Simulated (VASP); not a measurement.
# Ge in VASP: further runs, part 2 of 2

VASP 6.6.1. Earlier steps stand in the parts before.

### Step 4. Single point, PBE+D3(BJ) (layers slid over each other)

The input, INCAR:

```
SYSTEM = Ge
PREC = Accurate ; ENCUT = 520
EDIFF = 1E-6 ; ISMEAR = 0
SIGMA = 0.1 ; LREAL = .False.
LASPH = .True. ; NELM = 60
ALGO = Normal ; ISIF = 2
LWAVE = .False. ; LCHARG = .True.
LDIPOL = .True. ; IDIPOL = 3
DIPOL = 0.5 0.5 0.390 ; GGA = PE
IVDW = 12 ; LELF = .True.
LVHAR = .True. ; LVACPOTAV = .True.
NBANDS = 36
```

The input, KPOINTS:

```
Automatic mesh
0
Gamma
  9 9 1
  0 0 0
```

The input, POSCAR:

```
Ge
1.0
    4.0226895355      0.0000000000      0.0000000000
   -2.0113447678      3.4837513293      0.0000000000
    0.0000000000      0.0000000000     18.8685220287
Ge
4
Direct
    0.3333333333      0.6666666667      0.2747571329
    0.6666666667      0.3333333333      0.2384924475
    0.7777777778      0.5555555556      0.5415645175
    0.4444444444      0.8888888889      0.5052998322
```

Potentials or basis: VASP PAW PBE potentials, release 64 (Ge_d).

The run is started by

```bash
> cat potpaw_PBE.64/Ge_d/POTCAR > POTCAR
> mpirun -np 1 vasp_std > vasp.out
```

OUTCAR:

```text
SYSTEM = Ge
   PREC = Accurate
   ENCUT = 520
   EDIFF = 1E-6
   ISMEAR = 0
   LREAL = .False.
   LASPH = .True.
   NELM = 60
   ISIF = 2
   GGA = PE
   IVDW = 12
 IVDW          = 12

 ion  position               nearest neighbor table
   1  0.333  0.667  0.275-   2 2.42   2 2.42   2 2.42
   2  0.667  0.333  0.238-   1 2.42   1 2.42   1 2.42
   3  0.778  0.556  0.542-   4 2.42   4 2.42   4 2.42
   4  0.444  0.889  0.505-   3 2.42   3 2.42   3 2.42

  LATTYP: Found a hexagonal cell.
 ALAT       =     4.0226895355
 C/A-ratio  =     4.6905240542

  Lattice vectors:

 A1 = (   4.0226895355,   0.0000000000,   0.0000000000)
 A2 = (  -2.0113447678,   3.4837513293,   0.0000000000)
 A3 = (   0.0000000000,   0.0000000000,  18.8685220287)

Analysis of symmetry for initial positions (statically):
=====================================================================
 Subroutine PRICEL returns:
 Original cell was already a primitive cell.

 Routine SETGRP: Setting up the symmetry group for a
 hexagonal supercell.

 Subroutine GETGRP returns: Found  2 space group operations
 (whereof  2 operations were pure point group operations)
 out of a pool of 24 trial point group operations.

The static configuration has the point symmetry C_1h.

Analysis of symmetry for dynamics (positions and initial velocities):
=====================================================================
 Subroutine PRICEL returns:
 Original cell was already a primitive cell.

 Routine SETGRP: Setting up the symmetry group for a
 hexagonal supercell.

 Subroutine GETGRP returns: Found  2 space group operations
 (whereof  2 operations were pure point group operations)
 out of a pool of 24 trial point group operations.

The dynamic configuration has the point symmetry C_1h.

 Subroutine INISYM returns: Found  2 space group operations
 (whereof  2 operations are pure point group operations),
 and found     1 'primitive' translations

----------------------------------------------------------------------------------------
[... 121 lines left out ...]
   GGA     = PE    functional components
   LHFCALC =     F    Hartree Fock is set to
   AEXX    =    0.0000 exact exchange contribution
   IVDW    =    12    specifies the selected vdW correction
   LEPSILON=     F    determine dielectric tensor
   LRPA    =     F    only Hartree local field effects (RPA)
 non-spin polarized calculation
 Gauss-broadening in eV      SIGMA  =   0.10
  energy-cutoff  :      520.00
  volume of cell :      264.42
 maximum number of plane-waves:      7165
 NGX is ok and might be reduce to    30
   NGX = 15   NGY = 15   NGZ = 71

 dipolmoment           0.000000      0.000000     -0.000003 electrons x Angstroem

 number of electron      56.0000011 magnetization

 dipolmoment           0.000000      0.000000      0.000350 electrons x Angstroem

 Free energy of the ion-electron system (eV)
  ---------------------------------------------------
  ext. energy  EPLUGINS =         0.00000000
  ---------------------------------------------------
  free energy    TOTEN  =       -16.17740473 eV

  energy without entropy =      -16.17640789  energy(sigma->0) =      -16.17690631

 E-fermi :  -1.3396     XC(G=0):  -4.4712

 val. band max:       -1.4409776256   @ k =   0.3333   0.3333   0.0000
 cond. band min:      -1.2382018481   @ k =   0.3333   0.3333   0.0000
 fundamental gap:      0.2027757775
 Fermi energy:        -1.3395900478

 k-point     1 :       0.0000    0.0000    0.0000
  band No.  band energies     occupation
      1     -25.8485      2.00000
      2     -25.8484      2.00000
      3     -25.8450      2.00000
      4     -25.8450      2.00000
      5     -25.7982      2.00000
      6     -25.7981      2.00000
[... 925 lines left out ...]
     35       4.2766      0.00000
     36       5.1877      0.00000

 [... further k-points ...]

------------------------ aborting loop because EDIFF is reached ----------------------------------------

 Edisp (eV)   -0.75036

 E8    (eV) :    -0.3429

  FORCE on cell =-STRESS in cart. coord.  units (eV):
  Direction    XX          YY          ZZ          XY          YZ          ZX
  --------------------------------------------------------------------------------------
  -------------------------------------------------------------------------------------
  Total      -0.19554    -0.19254    -0.65741     0.00000     0.00082    -0.00000
  in kB      -1.18482    -1.16663    -3.98331     0.00000     0.00499    -0.00000
  external pressure =       -2.11 kB  Pullay stress =        0.00 kB

 VOLUME and BASIS-vectors are now :
 -----------------------------------------------------------------------------
  energy-cutoff  :      520.00
  volume of cell :      264.42
      direct lattice vectors                 reciprocal lattice vectors
     4.022689535  0.000000000  0.000000000     0.248589903  0.143523447  0.000000000
    -2.011344768  3.483751329  0.000000000     0.000000000  0.287046894  0.000000000
     0.000000000  0.000000000 18.868522029     0.000000000  0.000000000  0.052998322

 POSITION                                       TOTAL-FORCE (eV/Angst)
 -----------------------------------------------------------------------------------
     -0.00000      2.32250      5.18426        -0.000000      0.001727      0.111515
      2.01134      1.16125      4.50000         0.000000     -0.001402      0.019778
      2.01134      1.93542     10.21852        -0.000000      0.001974     -0.019428
     -0.00000      3.09667      9.53426         0.000000     -0.002299     -0.111865
 -----------------------------------------------------------------------------------
    total drift:                               -0.000006      0.000032     -0.003467

  FREE ENERGIE OF THE ION-ELECTRON SYSTEM (eV)
  ---------------------------------------------------
  free  energy   TOTEN  =       -16.9277609090 eV

  energy  without entropy=      -16.9267640678  energy(sigma->0) =      -16.92726249

 vacuum level on the upper side and lower side of the slab         3.132         3.128
```

OSZICAR:

```text
N       E                     dE             d eps       ncg     rms          rms(c)
DAV:   1     0.498805968111E+03    0.49881E+03   -0.29611E+04  2120   0.270E+03
DAV:   2     0.652171401168E+02   -0.43359E+03   -0.42437E+03  1992   0.697E+02
DAV:   3    -0.122760803809E+02   -0.77493E+02   -0.76720E+02  2492   0.192E+02
[... 12 lines left out ...]
DAV:  16    -0.161772815438E+02   -0.10592E-03   -0.81574E-06  2064   0.665E-02    0.262E-03
DAV:  17    -0.161773790773E+02   -0.97534E-04   -0.48815E-06  1412   0.435E-02    0.127E-03
DAV:  18    -0.161773934300E+02   -0.14353E-04   -0.61660E-07  1524   0.225E-02    0.869E-04
DAV:  19    -0.161774038514E+02   -0.10421E-04   -0.66352E-07  1352   0.165E-02    0.317E-04
DAV:  20    -0.161774047265E+02   -0.87506E-06   -0.17941E-07  1448   0.136E-02
   1 F= -.16927761E+02 E0= -.16927262E+02  d E =-.996841E-03
```

Wall time 3.3 min (1 thread of AMD EPYC 9R45 (Zen 5), shared host); peak memory 0.41 GiB.

What came out:

```
Free energy                : -16.9278 eV
Largest force              : 0.112 eV/Å
Band gap on the k mesh     : 0.20 eV
Dispersion energy per atom : -0.188 eV
```

Forces on the atoms (eV/Å):
```
Ge   0.000  0.002  0.112
Ge   0.000 -0.001  0.020
Ge   0.000  0.002 -0.019
Ge   0.000 -0.002 -0.112
```

Levels at points of the mesh, in eV from the valence-band top:
```csv
k point,band 26,band 27,band 28,band 29,band 30,band 31
"(0.00, 0.00, 0.00)",-0.35,-0.34,-0.33,0.62,0.75,2.06
```

Caveat: the cell differs from its parent crystal (layers slid over each other).

### Step 5. The runs side by side

| cell | gap on the mesh (eV) | largest force (eV/Å) |
| --- | --- | --- |
| as given, atomic positions A | 0.15 | 0.11 |
| as given, atomic positions B | 0.11 | 0.11 |
| as given, atomic positions C | 0.20 | 0.11 |

Alike in all rows: task single point; level PBE+D3(BJ); potentials or basis VASP PAW PBE potentials, release 64 (Ge_d); no spin polarisation; k mesh 9 × 9 × 1; cutoff (eV) 520; smearing gaussian 0.1 eV.

Absolute energies hang on the potentials; compare differences alone.
